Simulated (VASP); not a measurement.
# HgTe (F-43m) in VASP: notebook, part 2 of 2

VASP 6.6.1. Earlier steps stand in the parts before.

## (3) Single point, PBE (39.31 Å³/atom)

This run uses another cell than the first one, of 39.31 Å³/atom.

INCAR reads:

```
  PREC = Accurate
  ENCUT = 520
  EDIFF = 1E-7
  ISMEAR = 0
  SIGMA = 0.05
  LREAL = False
  LASPH = True
  NELM = 100
  ALGO = Normal
  ISIF = 2
  LWAVE = False
  LCHARG = False
  GGA = PE
  NBANDS = 16
```

KPOINTS reads:

```
Automatic mesh
0
Gamma
  10 10 10
```

POSCAR reads:

```
HgTe
1.0
    0.0000000000      3.4000395766      3.4000395766
    3.4000395766      0.0000000000      3.4000395766
    3.4000395766      3.4000395766      0.0000000000
Hg Te
1 1
Direct
    0.0000000000      0.0000000000      0.0000000000
    0.2500000000      0.2500000000      0.2500000000
```

Potentials or basis: VASP PAW PBE potentials, release 64 (Hg, Te).

Started as:

```sh
$ cat potpaw_PBE.64/Hg/POTCAR potpaw_PBE.64/Te/POTCAR > POTCAR
$ mpirun -np 1 vasp_std > vasp.out
```

OUTCAR:

```text
PREC = Accurate
   ENCUT = 520
   EDIFF = 1E-7
   ISMEAR = 0
   LREAL = False
   LASPH = True
   NELM = 100
   ISIF = 2
   GGA = PE

 ion  position               nearest neighbor table
   1  0.000  0.000  0.000-   2 2.94   2 2.94   2 2.94   2 2.94
   2  0.250  0.250  0.250-   1 2.94   1 2.94   1 2.94   1 2.94

  LATTYP: Found a face centered cubic cell.
 ALAT       =     6.8000791532

  Lattice vectors:

 A1 = (   0.0000000000,   3.4000395766,   3.4000395766)
 A2 = (   3.4000395766,   0.0000000000,   3.4000395766)
 A3 = (   3.4000395766,   3.4000395766,   0.0000000000)

Analysis of symmetry for initial positions (statically):
=====================================================================
 Subroutine PRICEL returns:
 Original cell was already a primitive cell.

 Routine SETGRP: Setting up the symmetry group for a
 face centered cubic supercell.

 Subroutine GETGRP returns: Found 24 space group operations
 (whereof 24 operations were pure point group operations)
 out of a pool of 48 trial point group operations.

The static configuration has the point symmetry T_d .

Analysis of symmetry for dynamics (positions and initial velocities):
[... 153 lines left out ...]
  ext. energy  EPLUGINS =         0.00000000
  ---------------------------------------------------
  free energy    TOTEN  =        -3.62114299 eV

  energy without entropy =       -3.62105722  energy(sigma->0) =       -3.62110011

 E-fermi :   1.6418     XC(G=0):  -8.0651

 val. band max:        1.6250407940   @ k =   0.0000   0.0000   0.0000
 cond. band min:       2.0023844384   @ k =   0.1000   0.0000   0.0000
 fundamental gap:      0.3773436444
 Fermi energy:         1.6417803256

 k-point     1 :       0.0000    0.0000    0.0000
  band No.  band energies     occupation
      1      -9.4027      2.00000
      2      -4.9600      2.00000
      3      -4.9600      2.00000
      4      -4.9600      2.00000
      5      -4.5953      2.00000
      6      -4.5953      2.00000
[... 433 lines left out ...]
      3      -4.7887      2.00000
      4      -4.7476      2.00000
      5      -4.5636      2.00000
      6      -4.5069      2.00000
[... 8 lines left out ...]
     15      11.6709      0.00000
     16      12.5897      0.00000

 [... further k-points ...]
[... 5 lines left out ...]
  --------------------------------------------------------------------------------------
  -------------------------------------------------------------------------------------
  Total       -0.9258913     -0.9258913     -0.9258913     -0.0000000     -0.0000000      0.0000000
  in kB      -18.8707295    -18.8707295    -18.8707295     -0.0000000     -0.0000000      0.0000000
  external PRESSURE =     -18.8707295 kB  Pullay stress =       0.0000000 kB

 VOLUME and BASIS-vectors are now :
 -----------------------------------------------------------------------------
  energy-cutoff  :      520.00
  volume of cell :       78.61
      direct lattice vectors                 reciprocal lattice vectors
     0.000000000  3.400039577  3.400039577    -0.147057112  0.147057112  0.147057112
     3.400039577  0.000000000  3.400039577     0.147057112 -0.147057112  0.147057112
     3.400039577  3.400039577  0.000000000     0.147057112  0.147057112 -0.147057112

 POSITION                                       TOTAL-FORCE (eV/Angst)
 -----------------------------------------------------------------------------------
      0.00000      0.00000      0.00000        -0.000000     -0.000000     -0.000000
      1.70002      1.70002      1.70002         0.000000      0.000000      0.000000
 -----------------------------------------------------------------------------------
    total drift:                               -0.000000     -0.000000     -0.000000

  FREE ENERGIE OF THE ION-ELECTRON SYSTEM (eV)
  ---------------------------------------------------
  free  energy   TOTEN  =        -3.6211429896 eV

  energy  without entropy=       -3.6210572244  energy(sigma->0) =       -3.62110011
```

stdout:

```text
POSCAR found type information on POSCAR HgTe
 POSCAR found :  2 types and       2 ions
 scaLAPACK will be used
 LDA part: xc-table for (Slater+PW92), standard interpolation
 POSCAR, INCAR and KPOINTS ok, starting setup
 FFT: planning ... GRIDC
 FFT: planning ... GRID_SOFT
 FFT: planning ... GRID
 WAVECAR not read
 entering main loop
```

Wall time 1.7 min (1 thread of Intel Xeon 8259CL, shared host); peak memory 0.24 GiB.

What came out:

| Quantity | Value |
| --- | --- |
| Free energy | -3.6211 eV |
| Pressure | -1.9 GPa |
| Band gap on the k mesh | zero (filled and empty bands touch) |

Caveat: semilocal functionals underestimate gaps, and a narrow one can read as zero; spin-orbit coupling is left out, which moves the levels of the heavy elements.

The gap in the log of VASP goes by the Fermi energy; the results here count the filled bands.